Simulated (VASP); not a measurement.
# AgI (F-43m) in VASP: a series of runs, part 2 of 2

VASP 6.6.1.

## Step 3: Single point, r2SCAN

Input file POSCAR:

```
AgI
1.0
    3.2886582602      3.2886582602      0.0000000000
   -3.2886582602      3.2886582602      0.0000000000
    0.0000000000      3.2886582602      3.2886582602
Ag I
1 1
Direct
    0.0000000000      0.0000000000      0.0000000000
    0.7500000000      0.2500000000      0.5000000000
```

Input file INCAR.step1:

```
PREC     = Accurate       # precision mode
ENCUT    = 550            # plane-wave cutoff, eV
ISMEAR   = -1             # smearing method
SIGMA    = 0.1            # smearing width, eV
LREAL    = False          # projectors in reciprocal space
LASPH    = True           # aspherical terms in the spheres
NELM     = 120            # most SCF steps
NBANDS   = 16             # bands
GGA      = PE             # functional
ALGO     = Normal         # electronic algorithm
EDIFF    = 1E-5           # SCF threshold, eV
LWAVE    = True           # write WAVECAR
LCHARG   = False          # write CHGCAR
GGA_COMPAT= False
```

Input file INCAR.step2:

```
PREC     = Accurate       # precision mode
ENCUT    = 550            # plane-wave cutoff, eV
EDIFF    = 1E-6           # SCF threshold, eV
ISMEAR   = -1             # smearing method
SIGMA    = 0.1            # smearing width, eV
LREAL    = False          # projectors in reciprocal space
LASPH    = True           # aspherical terms in the spheres
NELM     = 120            # most SCF steps
ALGO     = Normal         # electronic algorithm
ISIF     = 2              # what is computed and relaxed
LWAVE    = False          # write WAVECAR
LCHARG   = False          # write CHGCAR
METAGGA  = R2SCAN         # meta-GGA
LMIXTAU  = True         
NBANDS   = 16             # bands
ISTART   = 1            
GGA_COMPAT= False
```

Input file KPOINTS:

```
Automatic mesh
0
Gamma
  10 10 10
```

Potentials or basis: VASP PAW PBE potentials, release 64 (Ag, I).

Run with:

```
> cat potpaw_PBE.64/Ag/POTCAR potpaw_PBE.64/I/POTCAR > POTCAR
> cp INCAR.step1 INCAR
> mpirun -np 1 vasp_std > vasp.out
> cp INCAR.step2 INCAR
> mpirun -np 1 vasp_std > vasp.out
```

OUTCAR:

```text
PREC = Accurate
   ENCUT = 550
   EDIFF = 1E-6
   ISMEAR = -1
   LREAL = False
   LASPH = True
   NELM = 120
   ISIF = 2
   METAGGA = R2SCAN
   ISTART = 1

 ion  position               nearest neighbor table
   1  0.000  0.000  0.000-   2 2.85   2 2.85   2 2.85   2 2.85
   2  0.750  0.250  0.500-   1 2.85   1 2.85   1 2.85   1 2.85

  LATTYP: Found a face centered cubic cell.
 ALAT       =     6.5773165204

  Lattice vectors:

 A1 = (   0.0000000000,   3.2886582602,   3.2886582602)
 A2 = (   3.2886582602,   0.0000000000,   3.2886582602)
 A3 = (   3.2886582602,   3.2886582602,   0.0000000000)

Analysis of symmetry for initial positions (statically):
=====================================================================
 Subroutine PRICEL returns:
 Original cell was already a primitive cell.

 Routine SETGRP: Setting up the symmetry group for a
 face centered cubic supercell.

 Subroutine GETGRP returns: Found 24 space group operations
 (whereof 24 operations were pure point group operations)
 out of a pool of 48 trial point group operations.

The static configuration has the point symmetry T_d .

Analysis of symmetry for dynamics (positions and initial velocities):
=====================================================================
 Subroutine PRICEL returns:
 Original cell was already a primitive cell.

 Routine SETGRP: Setting up the symmetry group for a
 face centered cubic supercell.

 Subroutine GETGRP returns: Found 24 space group operations
 (whereof 24 operations were pure point group operations)
 out of a pool of 48 trial point group operations.

The dynamic configuration has the point symmetry T_d .

 Subroutine INISYM returns: Found 24 space group operations
[... 108 lines left out ...]
   NELECT =      18.0000    total number of electrons
   NUPDOWN=      -1.0000    fix difference up-down
   EMIN   =  10.00;   EMAX   =-10.00  energy-range for DOS
   EFERMI =   0.00;   METHOD = LEGACY
   ISMEAR =    -1;   SIGMA  =   0.10  broadening in eV -4-tet -1-fermi 0-gaus
   EFERMI_NEDOS =   21; number of points for ismear=-14 and -15
   IALGO  =     38    algorithm
   IMIX   =      4    mixing-type and parameters
     AMIX     =   0.40;   BMIX     =  1.00
     AMIX_MAG =   1.60;   BMIX_MAG =  1.00
  volume/ion in A,a.u.               =      35.57       240.02
  Fermi-wavevector in a.u.,A,eV,Ry     =   1.035469  1.956752 14.588101  1.072195
  Thomas-Fermi vector in A             =   2.169813
   LORBIT       =      0    0 simple, 1 ext, 2 COOP (PROOUT), +10 PAW based schemes
   METAGGA = R2SCAN    functional components
   LHFCALC =     F    Hartree Fock is set to
   AEXX    =    0.0000 exact exchange contribution
   IVDW    =     0    specifies the selected vdW correction
   LEPSILON=     F    determine dielectric tensor
   LRPA    =     F    only Hartree local field effects (RPA)
 non-spin polarized calculation
  energy-cutoff  :      550.00
  volume of cell :       71.14
 maximum number of plane-waves:      2106
   NGX = 17   NGY = 17   NGZ = 17

 number of electron      18.0000002 magnetization

 Free energy of the ion-electron system (eV)
  ---------------------------------------------------
  ext. energy  EPLUGINS =         0.00000000
  ---------------------------------------------------
  free energy    TOTEN  =       -46.52585830 eV

  energy without entropy =      -46.52585522  energy(sigma->0) =      -46.52585676

 E-fermi :   3.5030     XC(G=0):  -8.7602

 val. band max:        2.4548905232   @ k =   0.0000   0.0000   0.0000
 cond. band min:       4.2457680127   @ k =   0.0000   0.0000   0.0000
 fundamental gap:      1.7908774896
 Fermi energy:         3.5030488214

 k-point     1 :       0.0000    0.0000    0.0000
  band No.  band energies     occupation
      1     -10.5400      2.00000
      2      -1.6481      2.00000
      3      -1.6481      2.00000
      4      -1.6481      2.00000
      5      -0.4805      2.00000
      6      -0.4805      2.00000
[... 433 lines left out ...]
      3      -1.3052      2.00000
      4      -1.1745      2.00000
      5      -0.5090      2.00000
      6      -0.4598      2.00000
[... 8 lines left out ...]
     15      13.1293      0.00000
     16      15.2574      0.00000

 [... further k-points ...]

------------------------ aborting loop because EDIFF is reached ----------------------------------------

  FORCE on cell =-STRESS in cart. coord.  units (eV):
  Direction    XX          YY          ZZ          XY          YZ          ZX
  --------------------------------------------------------------------------------------
  -------------------------------------------------------------------------------------
  Total       -0.0554468     -0.0554468     -0.0554468      0.0000000     -0.0000000      0.0000000
  in kB       -1.2488224     -1.2488224     -1.2488224      0.0000000     -0.0000000      0.0000000
  external PRESSURE =      -1.2488224 kB  Pullay stress =       0.0000000 kB

 VOLUME and BASIS-vectors are now :
 -----------------------------------------------------------------------------
  energy-cutoff  :      550.00
  volume of cell :       71.14
      direct lattice vectors                 reciprocal lattice vectors
     3.288658260  3.288658260  0.000000000     0.152037688  0.152037688 -0.152037688
    -3.288658260  3.288658260  0.000000000    -0.152037688  0.152037688 -0.152037688
     0.000000000  3.288658260  3.288658260     0.000000000  0.000000000  0.304075377

 POSITION                                       TOTAL-FORCE (eV/Angst)
 -----------------------------------------------------------------------------------
      0.00000      0.00000      0.00000        -0.000000      0.000000      0.000000
      1.64433      4.93299      1.64433         0.000000     -0.000000      0.000000
 -----------------------------------------------------------------------------------
    total drift:                               -0.000000      0.000000      0.000000

  FREE ENERGIE OF THE ION-ELECTRON SYSTEM (eV)
  ---------------------------------------------------
  free  energy   TOTEN  =       -46.5258582994 eV

  energy  without entropy=      -46.5258552246  energy(sigma->0) =      -46.52585676
```

OSZICAR.step1:

```text
N       E                     dE             d eps       ncg     rms          rms(c)
DAV:   1     0.932849397544E+02    0.93285E+02   -0.78915E+03  1536   0.986E+02
DAV:   2    -0.140259881276E+01   -0.94688E+02   -0.88502E+02  1856   0.196E+02
DAV:   3    -0.481912626629E+01   -0.34165E+01   -0.34093E+01  1872   0.386E+01
DAV:   4    -0.487243529414E+01   -0.53309E-01   -0.53307E-01  2352   0.448E+00
DAV:   5    -0.487262682993E+01   -0.19154E-03   -0.19154E-03  1976   0.237E-01    0.477E+00
DAV:   6    -0.478904417141E+01    0.83583E-01   -0.22795E-01  1768   0.668E+00    0.362E+00
DAV:   7    -0.478842113269E+01    0.62304E-03   -0.42483E-02  1648   0.121E+00    0.157E+00
DAV:   8    -0.478874864344E+01   -0.32751E-03   -0.25518E-03  1824   0.445E-01    0.256E-01
DAV:   9    -0.478895916339E+01   -0.21052E-03   -0.40296E-04  1848   0.230E-01    0.576E-02
DAV:  10    -0.478899958479E+01   -0.40421E-04   -0.26741E-05  1928   0.522E-02    0.206E-02
DAV:  11    -0.478903859916E+01   -0.39014E-04   -0.52064E-05  1768   0.499E-02    0.141E-02
DAV:  12    -0.478903818763E+01    0.41154E-06   -0.21464E-06  1408   0.146E-02
   1 F= -.47890382E+01 E0= -.47890270E+01  d E =-.224316E-04
```

It took 1.8 min on 1 thread of Intel Xeon Platinum 8559C (Emerald Rapids), shared host; peak memory 0.25 GiB.

Results:

| Item | Value |
| --- | --- |
| Free energy | -46.5259 eV |
| Pressure | -0.1 GPa |
| Band gap on the k mesh | 1.79 eV, direct |

Levels at points of the mesh, in eV from the valence-band top:
```csv
k point,band 5,band 6,band 7,band 8,band 9,band 10,band 11,band 12,band 13,band 14
"(0.00, 0.00, 0.00)",-2.94,-2.94,0.00,0.00,0.00,1.79,6.31,6.31,6.31,9.32
"(0.50, 0.00, 0.00)",-2.91,-2.91,-2.80,-0.68,-0.68,3.22,6.71,6.71,7.45,9.60
"(0.50, 0.50, 0.00)",-2.85,-2.82,-2.46,-1.70,-1.70,3.99,4.23,8.85,10.18,10.18
```

Caveat: the PAW data sets were made with another functional, which shifts forces and pressure a little; spin-orbit coupling is left out, which moves the levels of the heavy elements. r2SCAN opens gaps a little over a GGA but as a rule still falls short of measured ones.

## Step 4: Relaxation of cell and atoms, r2SCAN

This run uses another cell than the first one, of 33.90 Å³/atom, 0.953 times its volume.

Input file POSCAR:

```
AgI
1.0
    3.2365000000      3.2365000000      0.0000000000
   -3.2365000000      3.2365000000      0.0000000000
    0.0000000000      3.2365000000      3.2365000000
Ag I
1 1
Direct
    0.0000000000      0.0000000000      0.0000000000
    0.7500000000      0.2500000000      0.5000000000
```

Input file INCAR.step1:

```
SYSTEM = AgI
PREC = Accurate
ENCUT = 550
ISMEAR = -1
SIGMA = 0.1
LREAL = .False.
LASPH = .True.
NELM = 120
GGA = PE
ALGO = Normal
EDIFF = 1E-5
LWAVE = .True.
LCHARG = .False.
GGA_COMPAT = .False.
IBRION = 2
ISIF = 3
EDIFFG = -0.005
NELMIN = 4
NSW = 100
```

Input file INCAR.step2:

```
SYSTEM = AgI
PREC = Accurate
ENCUT = 550
EDIFF = 1E-7
ISMEAR = -1
SIGMA = 0.1
LREAL = .False.
LASPH = .True.
NELM = 120
ALGO = Normal
ISIF = 3
LWAVE = .False.
LCHARG = .False.
METAGGA = R2SCAN
LMIXTAU = .True.
IBRION = 2
NSW = 100
EDIFFG = -0.002
ISTART = 1
GGA_COMPAT = .False.
NELMIN = 4
```

Input file KPOINTS:

```
regular mesh
0
Gamma
  10 10 10
  0 0 0
```

Potentials or basis: VASP PAW PBE potentials, release 64 (Ag, I).

Run with:

```
> cat potpaw_PBE.64/Ag/POTCAR potpaw_PBE.64/I/POTCAR > POTCAR
> cp INCAR.step1 INCAR
> mpirun -np 1 vasp_std > vasp.out
> cp INCAR.step2 INCAR
> mpirun -np 1 vasp_std > vasp.out
```

OUTCAR:

```text
SYSTEM = AgI
   PREC = Accurate
   ENCUT = 550
   EDIFF = 1E-7
   ISMEAR = -1
   LREAL = .False.
   LASPH = .True.
   NELM = 120
   ISIF = 3
   METAGGA = R2SCAN
   IBRION = 2
   NSW = 100
   EDIFFG = -0.002
   ISTART = 1
   NELMIN = 4

 ion  position               nearest neighbor table
   1  0.000  0.000  0.000-   2 2.80   2 2.80   2 2.80   2 2.80
   2  0.750  0.250  0.500-   1 2.80   1 2.80   1 2.80   1 2.80

  LATTYP: Found a face centered cubic cell.
 ALAT       =     6.4730000000
[... 621 lines left out ...]

  FORCE on cell =-STRESS in cart. coord.  units (eV):
  Direction    XX          YY          ZZ          XY          YZ          ZX
  --------------------------------------------------------------------------------------
  -------------------------------------------------------------------------------------
  Total        0.0005525      0.0005525      0.0005525      0.0000000     -0.0000000      0.0000000
  in kB        0.0124923      0.0124923      0.0124923      0.0000000     -0.0000000      0.0000000
  external PRESSURE =       0.0124923 kB  Pullay stress =       0.0000000 kB

 VOLUME and BASIS-vectors are now :
 -----------------------------------------------------------------------------
  energy-cutoff  :      550.00
  volume of cell :       70.85
      direct lattice vectors                 reciprocal lattice vectors
     3.284306544  3.284306544  0.000000000     0.152239139  0.152239139 -0.152239139
    -3.284306544  3.284306544 -0.000000000    -0.152239139  0.152239139 -0.152239139
     0.000000000  3.284306544  3.284306544    -0.000000000 -0.000000000  0.304478278

 POSITION                                       TOTAL-FORCE (eV/Angst)
 -----------------------------------------------------------------------------------
      0.00000      3.28431      3.28431        -0.000000      0.000000      0.000000
      1.64215      4.92646      1.64215         0.000000     -0.000000      0.000000
 -----------------------------------------------------------------------------------
    total drift:                                0.000000      0.000000      0.000000

  FREE ENERGIE OF THE ION-ELECTRON SYSTEM (eV)
  ---------------------------------------------------
  free  energy   TOTEN  =       -46.5251467252 eV

  energy  without entropy=      -46.5251436749  energy(sigma->0) =      -46.52514520

 reached required accuracy - stopping structural energy minimisation
```

OUTCAR.step1:

```text
SYSTEM = AgI
   PREC = Accurate
   ENCUT = 550
   ISMEAR = -1
   LREAL = .False.
   LASPH = .True.
   NELM = 120
   GGA = PE
[... 782 lines left out ...]
  -------------------------------------------------------------------------------------
  Total        0.0098482      0.0098482      0.0098482      0.0000000     -0.0000000      0.0000000
  in kB        0.2174390      0.2174390      0.2174390      0.0000000     -0.0000000      0.0000000
  external PRESSURE =       0.2174390 kB  Pullay stress =       0.0000000 kB
[... 17 lines left out ...]
  FREE ENERGIE OF THE ION-ELECTRON SYSTEM (eV)
  ---------------------------------------------------
  free  energy   TOTEN  =        -4.7909662472 eV

  energy  without entropy=       -4.7909430464  energy(sigma->0) =       -4.79095465

 reached required accuracy - stopping structural energy minimisation
```

Wall time 4.3 min (1 thread of Intel Xeon Platinum 8559C (Emerald Rapids), shared host); peak memory 0.24 GiB.

What came out:

```yaml
Free_energy: -46.5251 eV
Relaxed_volume: 35.43 Å³/atom
Relaxed_cell: a = 4.645 Å, b = 4.645 Å, c = 4.645 Å, α = 60.00°, β = 60.00°, γ = 90.00°
Space_group_after_relaxing_to_0.05_Å: F-43m (No. 216)
Energy_gained_by_relaxing: 6.5 meV/atom
Ionic_steps: 2
Pressure_after_relaxing: 0.0 GPa
Band_gap_on_the_k_mesh: 1.79 eV, direct
```

The path:
| step | energy change (eV) | largest force (eV/Å) | pressure (GPa) | volume (Å³) |
| --- | --- | --- | --- | --- |
| 1 | 0.0000 | 0.0000 | 1.45 | 67.80 |
| 2 | -0.0131 | 0.0000 | 0.00 | 70.85 |

Final structure:
```cif
data_structure
_symmetry_space_group_name_H-M 'P 1'
_symmetry_Int_Tables_number 1
_cell_length_a 4.6447
_cell_length_b 4.6447
_cell_length_c 4.6447
_cell_angle_alpha 60.000
_cell_angle_beta 60.000
_cell_angle_gamma 90.000
_cell_volume 70.85
loop_
_atom_site_label
_atom_site_type_symbol
_atom_site_fract_x
_atom_site_fract_y
_atom_site_fract_z
_atom_site_occupancy
Ag1 Ag 0.00000 0.00000 0.00000 1
I1 I 0.75000 0.25000 0.50000 1
```

Caveat: the PAW data sets were made with another functional, which shifts forces and pressure a little; spin-orbit coupling is left out, which moves the levels of the heavy elements. r2SCAN opens gaps a little over a GGA but as a rule still falls short of measured ones.

## Step 5: Summary

```csv
task,cell,k mesh,smearing,gap on the mesh (eV),pressure (GPa)
single point,"a = 4.651 Å, angles 60.0, 60.0, 90.0°, 2 atoms",6 × 6 × 6,gaussian 0.01 eV,1.79,-0.1
single point,"a = 4.651 Å, angles 60.0, 60.0, 90.0°, 2 atoms",10 × 10 × 10,fermi-dirac 0.1 eV,1.79,-0.1
relaxation of cell and atoms,"relaxed from a = 4.577 Å, angles 60.0, 60.0, 90.0°, 2 atoms",10 × 10 × 10,fermi-dirac 0.1 eV,1.79,0.0
```

Alike in all rows: level r2SCAN; potentials or basis VASP PAW PBE potentials, release 64 (Ag, I); no spin polarisation; cutoff (eV) 550.

Caveats: the PAW data sets were made with another functional, which shifts forces and pressure a little; spin-orbit coupling is left out, which moves the levels of the heavy elements.

Absolute energies hang on the potentials; compare differences alone.
